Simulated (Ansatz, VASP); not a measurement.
## One calculation of Sn, two programs

File INCAR:

```
SYSTEM = Sn
PREC = Accurate ; ENCUT = 520
EDIFF = 1E-6 ; ISMEAR = -1
SIGMA = 0.05 ; LREAL = .False.
LASPH = .True. ; NELM = 100
ALGO = Normal ; ISIF = 2
LWAVE = .False. ; LCHARG = .False.
NBANDS = 21
```

The input KPOINTS:

```
Automatic mesh
0
Gamma
  15 15 15
  0 0 0
```

File POSCAR:

```
Sn
1.0
   -2.8568325061      2.8568325061      1.5584548677
    2.8568325061     -2.8568325061      1.5584548677
    2.8568325061      2.8568325061     -1.5584548677
Sn
2
Direct
    0.0000000000      0.0000000000      0.0000000000
    0.7500000000      0.2500000000      0.5000000000
```

Input for Ansatz:

```yaml
crystal:
  lattice:
    - [-2.8568325061, 2.8568325061, 1.5584548677]
    - [2.8568325061, -2.8568325061, 1.5584548677]
    - [2.8568325061, 2.8568325061, -1.5584548677]
  atoms:
    - { symbol: Sn, position: [0.0, 0.0, 0.0] }
    - { symbol: Sn, position: [0.75, 0.25, 0.5] }
kpoints:
  mp_grid: { grid: [15, 15, 15] }
scf:
  occupations: { method: fermi_dirac, width: 0.05 }
hamiltonian:
  xc: lda
  pseudopotentials: { kind: all_electron, lapw: { basis_error: 0.0005 } }
output:
  forces: true
  stress: true
  eigenvalues: true
```

Change from the starting cell: volume scaled by 0.9405.

Alike in both runs: task single point; functional LDA; k mesh 15 × 15 × 15; occupations fermi-dirac, width 0.05 eV; no spin polarisation.

|  | VASP | Ansatz |
| --- | --- | --- |
| version | VASP 6.6.1 | Ansatz 0.2.0 |
| potentials or method | VASP PAW LDA potentials, release 64 (Sn_d), cutoff 520 eV | all-electron LAPW, scalar-relativistic |

```tsv
	VASP	Ansatz	Ansatz less VASP
pressure (GPa)	1.9	1.9	-0.02
traceless stress, the component that is largest in VASP (GPa)	-0.73	-0.75	-0.022
```

LDA's correlation is that of Perdew and Zunger in VASP and of Perdew and Wang (1992) in Ansatz. Ansatz ran all-electron here, and VASP with PAW potentials.
